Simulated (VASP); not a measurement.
# Pb (Fm-3m) in VASP: single point with PBE+D4

Aim: the single point of Pb with PBE+D4.

Program: VASP 6.6.1. These are calculated values, not measurements. Logs are shortened: lines on timing, memory, paths and dates and some standing lists are left out, and cuts for length are marked.

## 1. The cell of the first run

It takes space group Fm-3m (No. 225, cubic). The conventional cell has a = 4.960 Å, b = 4.960 Å, c = 4.960 Å, α = 90.00°, β = 90.00°, γ = 90.00°. Within 4.6 Å of Pb (site symmetry m-3m) lie 12 Pb at 3.51 Å.

## 2. Single point, PBE+D4

Input file INCAR:

```
PREC     = Accurate       # precision mode
ENCUT    = 500            # plane-wave cutoff, eV
EDIFF    = 1E-6           # SCF threshold, eV
ISMEAR   = 0              # smearing method
SIGMA    = 0.1            # smearing width, eV
LREAL    = False          # projectors in reciprocal space
LASPH    = True           # aspherical terms in the spheres
NELM     = 120            # most SCF steps
ALGO     = Normal         # electronic algorithm
ISIF     = 2              # what is computed and relaxed
LWAVE    = False          # write WAVECAR
LCHARG   = True           # write CHGCAR
GGA      = PE             # functional
IVDW     = 13             # dispersion correction
LELF     = True           # ELF
LVHAR    = True         
NBANDS   = 13             # bands
GGA_COMPAT= False
```

Input file KPOINTS:

```
Automatic mesh
0
Gamma
  14 14 14
```

Input file POSCAR:

```
Pb
1.0
    0.0000000000      2.4800270580      2.4800270580
    2.4800270580      0.0000000000      2.4800270580
    2.4800270580      2.4800270580      0.0000000000
Pb
1
Direct
    0.0000000000      0.0000000000      0.0000000000
```

Potentials or basis: VASP PAW PBE potentials, release 64 (Pb_d).

Launch:

```console
> cat potpaw_PBE.64/Pb_d/POTCAR > POTCAR
> mpirun -np 1 vasp_std > vasp.out
```

OUTCAR:

```text
PREC = Accurate
   ENCUT = 500
   EDIFF = 1E-6
   ISMEAR = 0
   LREAL = False
   LASPH = True
   NELM = 120
   ISIF = 2
   GGA = PE
   IVDW = 13

 ion  position               nearest neighbor table
   1  0.000  0.000  0.000-

  LATTYP: Found a face centered cubic cell.
 ALAT       =     4.9600541160

  Lattice vectors:

 A1 = (   0.0000000000,   2.4800270580,   2.4800270580)
 A2 = (   2.4800270580,   0.0000000000,   2.4800270580)
 A3 = (   2.4800270580,   2.4800270580,   0.0000000000)

Analysis of symmetry for initial positions (statically):
=====================================================================
 Subroutine PRICEL returns:
 Original cell was already a primitive cell.

 Routine SETGRP: Setting up the symmetry group for a
 face centered cubic supercell.

 Subroutine GETGRP returns: Found 48 space group operations
 (whereof 48 operations were pure point group operations)
 out of a pool of 48 trial point group operations.

The static configuration has the point symmetry O_h .

Analysis of symmetry for dynamics (positions and initial velocities):
=====================================================================
 Subroutine PRICEL returns:
 Original cell was already a primitive cell.

 Routine SETGRP: Setting up the symmetry group for a
 face centered cubic supercell.

 Subroutine GETGRP returns: Found 48 space group operations
 (whereof 48 operations were pure point group operations)
 out of a pool of 48 trial point group operations.

The dynamic configuration has the point symmetry O_h .

 Subroutine INISYM returns: Found 48 space group operations
 (whereof 48 operations are pure point group operations),
 and found     1 'primitive' translations

----------------------------------------------------------------------------------------

                                     Primitive cell

  volume of cell :      30.5070

  direct lattice vectors                    reciprocal lattice vectors
     0.000000000  2.480027058  2.480027058    -0.201610704  0.201610704  0.201610704
     2.480027058  0.000000000  2.480027058     0.201610704 -0.201610704  0.201610704
     2.480027058  2.480027058  0.000000000     0.201610704  0.201610704 -0.201610704

  length of vectors
     3.507287900  3.507287900  3.507287900     0.349199982  0.349199982  0.349199982

  position of ions in fractional coordinates (direct lattice)
     0.000000000  0.000000000  0.000000000

  ion indices of the primitive-cell ions
   primitive index   ion index
                 1           1

----------------------------------------------------------------------------------------

 KPOINTS: Automatic mesh

Automatic generation of k-mesh.
 Grid dimensions read from file:
 generate k-points for:   14   14   14

 Generating k-lattice:

  Cartesian coordinates                     Fractional coordinates (reciprocal lattice)
    -0.014400765  0.014400765  0.014400765     0.071428571  0.000000000  0.000000000
     0.014400765 -0.014400765  0.014400765     0.000000000  0.071428571  0.000000000
     0.014400765  0.014400765 -0.014400765     0.000000000  0.000000000  0.071428571

  Length of vectors
     0.024942856  0.024942856  0.024942856

  Shift w.r.t. Gamma in fractional coordinates (k-lattice)
     0.000000000  0.000000000  0.000000000

 Subroutine IBZKPT returns following result:
 ===========================================

 Found    104 irreducible k-points:

 Following reciprocal coordinates:
            Coordinates               Weight
  0.000000  0.000000  0.000000      1.000000
  0.071429  0.000000  0.000000      8.000000
  0.142857  0.000000  0.000000      8.000000
  0.214286  0.000000  0.000000      8.000000
  0.285714  0.000000  0.000000      8.000000
  0.357143  0.000000  0.000000      8.000000
[... 16 lines left out ...]
  0.214286  0.142857  0.000000     24.000000
  0.285714  0.142857  0.000000     24.000000
 [... further k-points ...]
   k-points           NKPTS =    104   k-points in BZ     NKDIM =    104   number of bands    NBANDS=     13
   number of dos      NEDOS =    301   number of ions     NIONS =      1
   total plane-waves  NPLWV =  21952
   dimension x,y,z NGX =    28 NGY =   28 NGZ =   28
   dimension x,y,z NGXF=    56 NGYF=   56 NGZF=   56
   ions per type =               1
   NGX,Y,Z   is equivalent  to a cutoff of  13.27, 13.27, 13.27 a.u.
   NGXF,Y,Z  is equivalent  to a cutoff of  26.54, 26.54, 26.54 a.u.
 SYSTEM =  unknown system
   PREC   = accura    normal or accurate (medium, high low for compatibility)
   ISTART =      0    job   : 0-new  1-cont  2-samecut
   ICHARG =      2    charge: 1-file 2-atom 10-const
   ISPIN  =      1    spin polarized calculation?
   LNONCOLLINEAR =      F non collinear calculations
   LSORBIT =      F    spin-orbit coupling
   LASPH  =      T    aspherical Exc in radial PAW
   ENCUT  =  500.0 eV  36.75 Ry    6.06 a.u.   6.39  6.39  6.39*2*pi/ulx,y,z
   NELM   =    120;   NELMIN=  2; NELMDL= -5     # of ELM steps
   EDIFF  = 0.1E-05   stopping-criterion for ELM
   LREAL  =      F    real-space projection
   EDIFFG = 0.1E-04   stopping-criterion for IOM
   NSW    =      0    number of steps for IOM
   IBRION =     -1    ionic relax: 0-MD 1-quasi-New 2-CG
   NFREE  =      0    steps in history (QN), initial steepest desc. (CG)
   ISIF   =      2    stress and relaxation
   ISYM   =      2    0-nonsym 1-usesym 2-fastsym
   POTIM  = 0.5000    time-step for ionic-motion
   TEBEG  =    0.0;   TEEND  =   0.0 temperature during run
   PSTRESS=    0.0 pullay stress
   NELECT =      14.0000    total number of electrons
   NUPDOWN=      -1.0000    fix difference up-down
   EMIN   =  10.00;   EMAX   =-10.00  energy-range for DOS
   EFERMI =   0.00;   METHOD = LEGACY
   ISMEAR =     0;   SIGMA  =   0.10  broadening in eV -4-tet -1-fermi 0-gaus
   EFERMI_NEDOS =   21; number of points for ismear=-14 and -15
   IALGO  =     38    algorithm
   IMIX   =      4    mixing-type and parameters
     AMIX     =   0.40;   BMIX     =  1.00
     AMIX_MAG =   1.60;   BMIX_MAG =  1.00
  volume/ion in A,a.u.               =      30.51       205.87
  Fermi-wavevector in a.u.,A,eV,Ry     =   1.262751  2.386254 21.695039  1.594540
  Thomas-Fermi vector in A             =   2.396143
   LORBIT       =      0    0 simple, 1 ext, 2 COOP (PROOUT), +10 PAW based schemes
   GGA     = PE    functional components
   LHFCALC =     F    Hartree Fock is set to
   AEXX    =    0.0000 exact exchange contribution
   IVDW    =    13    specifies the selected vdW correction
   LEPSILON=     F    determine dielectric tensor
   LRPA    =     F    only Hartree local field effects (RPA)
 non-spin polarized calculation
 Gauss-broadening in eV      SIGMA  =   0.10
  energy-cutoff  :      500.00
  volume of cell :       30.51
 maximum number of plane-waves:       785
 NGX is ok and might be reduce to    28
   NGX = 13   NGY = 13   NGZ = 13

 number of electron      14.0000000 magnetization

 Free energy of the ion-electron system (eV)
  ---------------------------------------------------
  ext. energy  EPLUGINS =         0.00000000
  ---------------------------------------------------
  free energy    TOTEN  =        -3.55908240 eV

  energy without entropy =       -3.55691303  energy(sigma->0) =       -3.55799771

 E-fermi :   7.2496     XC(G=0): -10.1558

 val. band max:        7.1083156618   @ k =   0.3571   0.1429   0.0714
 cond. band min:       7.2507490262   @ k =   0.3571   0.2143   0.0000
 fundamental gap:      0.1424333643
 Fermi energy:         7.2495583290

 k-point     1 :       0.0000    0.0000    0.0000
  band No.  band energies     occupation
      1      -9.8534      2.00000
      2      -9.8534      2.00000
      3      -9.8534      2.00000
      4      -9.7159      2.00000
      5      -9.7159      2.00000
      6      -4.4990      2.00000
      7      14.5847      0.00000
      8      14.5847      0.00000
      9      14.5847      0.00000
     10      16.9736      0.00000
     11      18.4765      0.00000
     12      19.6541      0.00000
     13      19.6541      0.00000

 k-point     2 :       0.0714    0.0000    0.0000
  band No.  band energies     occupation
      1      -9.8536      2.00000
      2      -9.8461      2.00000
      3      -9.8461      2.00000
      4      -9.7165      2.00000
      5      -9.7165      2.00000
      6      -4.4013      2.00000
      7      13.3964      0.00000
      8      14.4616      0.00000
      9      14.4616      0.00000
     10      16.7393      0.00000
     11      19.0126      0.00000
     12      19.8731      0.00000
     13      19.8731      0.00000

 k-point     3 :       0.1429    0.0000    0.0000
  band No.  band energies     occupation
      1      -9.8547      2.00000
      2      -9.8296      2.00000
      3      -9.8296      2.00000
      4      -9.7140      2.00000
      5      -9.7140      2.00000
      6      -4.1083      2.00000
      7      11.2390      0.00000
      8      14.1490      0.00000
      9      14.1490      0.00000
     10      16.4480      0.00000
     11      19.8393      0.00000
     12      20.3175      0.00000
     13      20.3723      0.00000
[... 305 lines left out ...]
 k-point    23 :       0.2143    0.1429    0.0000
  band No.  band energies     occupation
      1      -9.8930      2.00000
      2      -9.7838      2.00000
      3      -9.7766      2.00000
      4      -9.7537      2.00000
      5      -9.6778      2.00000
      6      -3.6215      2.00000
      7      10.4649      0.00000
      8      12.3317      0.00000
      9      12.6379      0.00000
     10      15.8164      0.00000
     11      16.8258      0.00000
     12      21.3445      0.00000
     13      22.2909      0.00000

 k-point    24 :       0.2857    0.1429    0.0000
  band No.  band energies     occupation
      1      -9.8935      2.00000
      2      -9.7966      2.00000
      3      -9.7689      2.00000
      4      -9.7277      2.00000
      5      -9.6480      2.00000
      6      -3.0761      2.00000
      7       8.4451      0.00000
      8      11.9178      0.00000
      9      12.1568      0.00000
     10      15.6316      0.00000
     11      17.2199      0.00000
     12      20.9075      0.00000
     13      21.6000      0.00000

 [... further k-points ...]

------------------------ aborting loop because EDIFF is reached ----------------------------------------

  DFT-D4 for vdW energy calculation

  Edisp (eV):   -0.42830

  FORCE on cell =-STRESS in cart. coord.  units (eV):
  Direction    XX          YY          ZZ          XY          YZ          ZX
  --------------------------------------------------------------------------------------
  -------------------------------------------------------------------------------------
  Total      -0.01109    -0.01109    -0.01109    -0.00000     0.00000    -0.00000
  in kB      -0.58254    -0.58254    -0.58254    -0.00000     0.00000    -0.00000
  external pressure =       -0.58 kB  Pullay stress =        0.00 kB

 VOLUME and BASIS-vectors are now :
 -----------------------------------------------------------------------------
  energy-cutoff  :      500.00
  volume of cell :       30.51
      direct lattice vectors                 reciprocal lattice vectors
     0.000000000  2.480027058  2.480027058    -0.201610704  0.201610704  0.201610704
     2.480027058  0.000000000  2.480027058     0.201610704 -0.201610704  0.201610704
     2.480027058  2.480027058  0.000000000     0.201610704  0.201610704 -0.201610704

 POSITION                                       TOTAL-FORCE (eV/Angst)
 -----------------------------------------------------------------------------------
      0.00000      0.00000      0.00000         0.000000      0.000000      0.000000
 -----------------------------------------------------------------------------------
    total drift:                               -0.000000     -0.000000     -0.000000

  FREE ENERGIE OF THE ION-ELECTRON SYSTEM (eV)
  ---------------------------------------------------
  free  energy   TOTEN  =        -3.9873796555 eV

  energy  without entropy=       -3.9852102930  energy(sigma->0) =       -3.98629497
```

Run time: 43 s. Hardware: 1 thread of Intel Xeon Platinum 8488C (Sapphire Rapids), shared host; peak memory 0.17 GiB.

Results:

| Quantity | Value |
| --- | --- |
| Free energy | -3.9874 eV |
| Pressure | -0.1 GPa |
| Band gap on the k mesh | zero (band 7 reaches 14.58 eV, above the bottom of band 8 at 5.67 eV) |
| Dispersion energy per atom | -0.428 eV |

Caveat: spin-orbit coupling is left out, which moves the levels of the heavy elements; pairwise dispersion overbinds metals, which lowers pressure and volume.
